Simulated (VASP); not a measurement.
# Mo (I4/mmm) in VASP: notebook, part 2 of 3

VASP 6.6.1. The steps go on from the part before.

## 4. Single point, LDA

This run uses another cell than the first one, of the same volume but with other edges.

The input, INCAR:

```
PREC     = Accurate       # precision mode
ENCUT    = 520            # plane-wave cutoff, eV
EDIFF    = 1E-7           # SCF threshold, eV
ISMEAR   = 0              # smearing method
SIGMA    = 0.15           # smearing width, eV
LREAL    = False          # projectors in reciprocal space
LASPH    = True           # aspherical terms in the spheres
NELM     = 60             # most SCF steps
ALGO     = Fast           # electronic algorithm
ISIF     = 2              # what is computed and relaxed
LWAVE    = False          # write WAVECAR
LCHARG   = False          # write CHGCAR
GGA      = CA             # functional
NBANDS   = 13             # bands
```

The input, KPOINTS:

```
Automatic mesh
0
Gamma
  22 22 22
```

The input, POSCAR:

```
Mo
1.0
    0.0000000000      2.0717902012      1.9060469851
    2.0717902012      0.0000000000      1.9060469851
    2.0717902012      2.0717902012      0.0000000000
Mo
1
Direct
    0.0000000000      0.0000000000      0.0000000000
```

The run is started by

```bash
$ cat potpaw_LDA.64/Mo_sv/POTCAR > POTCAR
$ mpirun -np 1 vasp_std > vasp.out
```

Run time: 3.6 min. Hardware: 1 thread of Intel Xeon 8259CL, shared host; peak memory 0.27 GiB.

The run converged. Its results:

| Property | Result |
| --- | --- |
| Free energy | -11.7003 eV |
| Pressure | -15.5 GPa |
| Band gap on the k mesh | zero (bands 7 and 8 overlap by 4.38 eV) |

Stress tensor (GPa, compression positive):
```
-10.27   0.00   0.00
  0.00 -10.27   0.00
  0.00   0.00 -26.09
```

Levels at points of the mesh, in eV from the Fermi level:
| k point | band 5 | band 6 | band 7 | band 8 | band 9 | band 10 |
| --- | --- | --- | --- | --- | --- | --- |
| (0.00, 0.00, 0.00) | -6.78 | -1.08 | -1.08 | -0.17 | 1.08 | 2.28 |
| (0.50, 0.00, 0.00) | -4.64 | -1.54 | -0.42 | 1.44 | 3.44 | 4.09 |
| (0.50, 0.50, 0.00) | -4.98 | -4.41 | 3.70 | 4.38 | 4.38 | 4.93 |
| (0.50, 0.00, 0.50) | -4.93 | -4.16 | 3.28 | 3.62 | 3.84 | 4.75 |

Caveat: the stress differs along the axes, from -26 to -10 GPa.

## 5. Single point, LDA

This run uses another cell than the first one, of the same volume but with other edges.

The input, INCAR:

```
PREC = Accurate
ENCUT = 520
EDIFF = 1E-6
ISMEAR = 0
SIGMA = 0.15
LREAL = False
LASPH = True
NELM = 100
ALGO = Fast
ISIF = 2
LWAVE = False
LCHARG = False
GGA = CA
NBANDS = 13
```

KPOINTS is that of step 4.

The input, POSCAR:

```
Mo
1.0
    0.0000000000      1.9519895519      2.1471885071
    1.9519895519      0.0000000000      2.1471885071
    1.9519895519      1.9519895519      0.0000000000
Mo
1
Direct
    0.0000000000      0.0000000000      0.0000000000
```

Potentials or basis: VASP PAW LDA potentials, release 64 (Mo_sv).

The run is started by

```bash
$ cat potpaw_LDA.64/Mo_sv/POTCAR > POTCAR
$ mpirun -np 1 vasp_std > vasp.out
```

OUTCAR:

```text
PREC = Accurate
   ENCUT = 520
   EDIFF = 1E-6
   ISMEAR = 0
   LREAL = False
   LASPH = True
   NELM = 100
   ISIF = 2
   GGA = CA

 ion  position               nearest neighbor table
   1  0.000  0.000  0.000-

  LATTYP: Found a body centered tetragonal cell.
 ALAT       =     2.7605300979
 C/A-ratio  =     1.5556349186

  Lattice vectors:

 A1 = (  -1.9519895519,   0.0000000000,   2.1471885071)
 A2 = (   1.9519895519,   0.0000000000,   2.1471885071)
 A3 = (   0.0000000000,   1.9519895519,  -2.1471885071)

Analysis of symmetry for initial positions (statically):
=====================================================================
 Subroutine PRICEL returns:
 Original cell was already a primitive cell.

 Routine SETGRP: Setting up the symmetry group for a
 body centered tetragonal supercell.

 Subroutine GETGRP returns: Found 16 space group operations
 (whereof 16 operations were pure point group operations)
 out of a pool of 16 trial point group operations.

The static configuration has the point symmetry D_4h.

Analysis of symmetry for dynamics (positions and initial velocities):
=====================================================================
 Subroutine PRICEL returns:
 Original cell was already a primitive cell.

 Routine SETGRP: Setting up the symmetry group for a
 body centered tetragonal supercell.

 Subroutine GETGRP returns: Found 16 space group operations
 (whereof 16 operations were pure point group operations)
 out of a pool of 16 trial point group operations.

The dynamic configuration has the point symmetry D_4h.

 Subroutine INISYM returns: Found 16 space group operations
 (whereof 16 operations are pure point group operations),
 and found     1 'primitive' translations

----------------------------------------------------------------------------------------

                                     Primitive cell

  volume of cell :      16.3627

  direct lattice vectors                    reciprocal lattice vectors
     0.000000000  1.951989552  2.147188507    -0.256148912  0.256148912  0.232862647
     1.951989552  0.000000000  2.147188507     0.256148912 -0.256148912  0.232862647
     1.951989552  1.951989552  0.000000000     0.256148912  0.256148912 -0.232862647

  length of vectors
     2.901841087  2.901841087  2.760530098     0.430638529  0.430638529  0.430638529

  position of ions in fractional coordinates (direct lattice)
     0.000000000  0.000000000  0.000000000

  ion indices of the primitive-cell ions
   primitive index   ion index
                 1           1

----------------------------------------------------------------------------------------

 KPOINTS: Automatic mesh

Automatic generation of k-mesh.
 Grid dimensions read from file:
 generate k-points for:   22   22   22

 Generating k-lattice:

  Cartesian coordinates                     Fractional coordinates (reciprocal lattice)
    -0.011643132  0.011643132  0.010584666     0.045454545 -0.000000000  0.000000000
     0.011643132 -0.011643132  0.010584666    -0.000000000  0.045454545  0.000000000
     0.011643132  0.011643132 -0.010584666     0.000000000  0.000000000  0.045454545

  Length of vectors
     0.019574479  0.019574479  0.019574479

  Shift w.r.t. Gamma in fractional coordinates (k-lattice)
     0.000000000  0.000000000  0.000000000

 Subroutine IBZKPT returns following result:
 ===========================================

 Found    834 irreducible k-points:

 Following reciprocal coordinates:
            Coordinates               Weight
  0.000000  0.000000  0.000000      1.000000
  0.045455 -0.000000  0.000000      8.000000
  0.090909 -0.000000  0.000000      8.000000
  0.136364  0.000000  0.000000      8.000000
  0.181818  0.000000  0.000000      8.000000
  0.227273 -0.000000  0.000000      8.000000
[... 16 lines left out ...]
  0.500000  0.045455  0.000000      8.000000
 -0.454545  0.045455  0.000000      8.000000
 [... further k-points ...]
   k-points           NKPTS =    834   k-points in BZ     NKDIM =    834   number of bands    NBANDS=     13
   number of dos      NEDOS =    301   number of ions     NIONS =      1
   total plane-waves  NPLWV =  13824
   dimension x,y,z NGX =    24 NGY =   24 NGZ =   24
   dimension x,y,z NGXF=    48 NGYF=   48 NGZF=   48
   ions per type =               1
   NGX,Y,Z   is equivalent  to a cutoff of  13.75, 13.75, 14.45 a.u.
   NGXF,Y,Z  is equivalent  to a cutoff of  27.50, 27.50, 28.91 a.u.
 SYSTEM =  unknown system
   PREC   = accura    normal or accurate (medium, high low for compatibility)
   ISTART =      0    job   : 0-new  1-cont  2-samecut
   ICHARG =      2    charge: 1-file 2-atom 10-const
   ISPIN  =      1    spin polarized calculation?
   LNONCOLLINEAR =      F non collinear calculations
   LSORBIT =      F    spin-orbit coupling
   LASPH  =      T    aspherical Exc in radial PAW
   ENCUT  =  520.0 eV  38.22 Ry    6.18 a.u.   5.40  5.40  5.13*2*pi/ulx,y,z
   NELM   =    100;   NELMIN=  2; NELMDL= -5     # of ELM steps
   EDIFF  = 0.1E-05   stopping-criterion for ELM
   LREAL  =      F    real-space projection
   EDIFFG = 0.1E-04   stopping-criterion for IOM
   NSW    =      0    number of steps for IOM
   IBRION =     -1    ionic relax: 0-MD 1-quasi-New 2-CG
   NFREE  =      0    steps in history (QN), initial steepest desc. (CG)
   ISIF   =      2    stress and relaxation
   ISYM   =      2    0-nonsym 1-usesym 2-fastsym
   POTIM  = 0.5000    time-step for ionic-motion
   TEBEG  =    0.0;   TEEND  =   0.0 temperature during run
   PSTRESS=    0.0 pullay stress
   NELECT =      14.0000    total number of electrons
   NUPDOWN=      -1.0000    fix difference up-down
   EMIN   =  10.00;   EMAX   =-10.00  energy-range for DOS
   EFERMI =   0.00;   METHOD = LEGACY
   ISMEAR =     0;   SIGMA  =   0.15  broadening in eV -4-tet -1-fermi 0-gaus
   EFERMI_NEDOS =   21; number of points for ismear=-14 and -15
   IALGO  =     68    algorithm
   IMIX   =      4    mixing-type and parameters
     AMIX     =   0.40;   BMIX     =  1.00
     AMIX_MAG =   1.60;   BMIX_MAG =  1.00
  volume/ion in A,a.u.               =      16.36       110.42
  Fermi-wavevector in a.u.,A,eV,Ry     =   1.554172  2.936960 32.864208  2.415451
  Thomas-Fermi vector in A             =   2.658297
   LORBIT       =      0    0 simple, 1 ext, 2 COOP (PROOUT), +10 PAW based schemes
   GGA     = CA    functional components
   LHFCALC =     F    Hartree Fock is set to
   AEXX    =    0.0000 exact exchange contribution
   IVDW    =     0    specifies the selected vdW correction
   LEPSILON=     F    determine dielectric tensor
   LRPA    =     F    only Hartree local field effects (RPA)
 non-spin polarized calculation
 RMM-DIIS sequential band-by-band and
 Gauss-broadening in eV      SIGMA  =   0.15
  energy-cutoff  :      520.00
  volume of cell :       16.36
 maximum number of plane-waves:       457
 NGX is ok and might be reduce to    24

 number of electron      14.0000001 magnetization

 Free energy of the ion-electron system (eV)
  ---------------------------------------------------
  ext. energy  EPLUGINS =         0.00000000
  ---------------------------------------------------
  free energy    TOTEN  =       -11.69402556 eV

  energy without entropy =      -11.67919592  energy(sigma->0) =      -11.68661074

 E-fermi :  11.4665     XC(G=0): -13.3354

 val. band max:       11.4661791753   @ k =   0.2273   0.0455   0.1364
 cond. band min:      11.4672426555   @ k =   0.1364   0.0909   0.0000
 fundamental gap:      0.0010634802
 Fermi energy:        11.4665337200

 k-point     1 :       0.0000    0.0000    0.0000
  band No.  band energies     occupation
      1     -49.0783      2.00000
      2     -22.6979      2.00000
      3     -22.5963      2.00000
      4     -22.5963      2.00000
      5       4.6664      2.00000
      6       9.8970      2.00000
      7      11.0668      1.99984
      8      11.0668      1.99984
      9      12.3098      0.00000
     10      13.9495      0.00000
     11      24.5704      0.00000
     12      27.7220      0.00000
     13      30.5452      0.00000
[... 353 lines left out ...]
 k-point    24 :      -0.4545    0.0455    0.0000
  band No.  band energies     occupation
      1     -48.8628      2.00000
      2     -23.8652      2.00000
      3     -22.9197      2.00000
      4     -22.6785      2.00000
      5       6.8768      2.00000
      6       9.8538      2.00000
      7      11.1026      1.99940
      8      12.5654      0.00000
      9      14.8264      0.00000
     10      15.7825      0.00000
     11      22.1730      0.00000
     12      24.2237      0.00000
     13      29.7107      0.00000

 [... further k-points ...]
[... 5 lines left out ...]
  --------------------------------------------------------------------------------------
  -------------------------------------------------------------------------------------
  Total       -1.8776944     -1.8776944     -0.9673969      0.0000000     -0.0000000      0.0000000
  in kB     -183.8570739   -183.8570739    -94.7240257      0.0000000     -0.0000000      0.0000000
  external PRESSURE =    -154.1460578 kB  Pullay stress =       0.0000000 kB

 VOLUME and BASIS-vectors are now :
 -----------------------------------------------------------------------------
  energy-cutoff  :      520.00
  volume of cell :       16.36
      direct lattice vectors                 reciprocal lattice vectors
     0.000000000  1.951989552  2.147188507    -0.256148912  0.256148912  0.232862647
     1.951989552  0.000000000  2.147188507     0.256148912 -0.256148912  0.232862647
     1.951989552  1.951989552  0.000000000     0.256148912  0.256148912 -0.232862647

 POSITION                                       TOTAL-FORCE (eV/Angst)
 -----------------------------------------------------------------------------------
      0.00000      0.00000      0.00000        -0.000000      0.000000      0.000000
 -----------------------------------------------------------------------------------
    total drift:                               -0.000000      0.000000      0.000000

  FREE ENERGIE OF THE ION-ELECTRON SYSTEM (eV)
  ---------------------------------------------------
  free  energy   TOTEN  =       -11.6940255610 eV

  energy  without entropy=      -11.6791959207  energy(sigma->0) =      -11.68661074
```

stdout:

```text
POSCAR found type information on POSCAR Mo
 POSCAR found :  1 types and       1 ions
 scaLAPACK will be used
 LDA part: xc-table for (Slater(with rela. corr.)+CA(PZ))
 , standard interpolation
 POSCAR, INCAR and KPOINTS ok, starting setup
 FFT: planning ... GRIDC
 FFT: planning ... GRID_SOFT
 FFT: planning ... GRID
 WAVECAR not read
 entering main loop
```

Run time: 3 min. Hardware: 1 thread of Intel Xeon 8259CL, shared host; peak memory 0.27 GiB.

Results:

```yaml
Free_energy: -11.6940 eV
Pressure: -15.4 GPa
Band_gap_on_the_k_mesh: zero (bands 7 and 8 overlap by 4.07 eV)
```

Caveat: the stress differs along the axes, from -18 to -9 GPa.

[end of part 2 of 3]
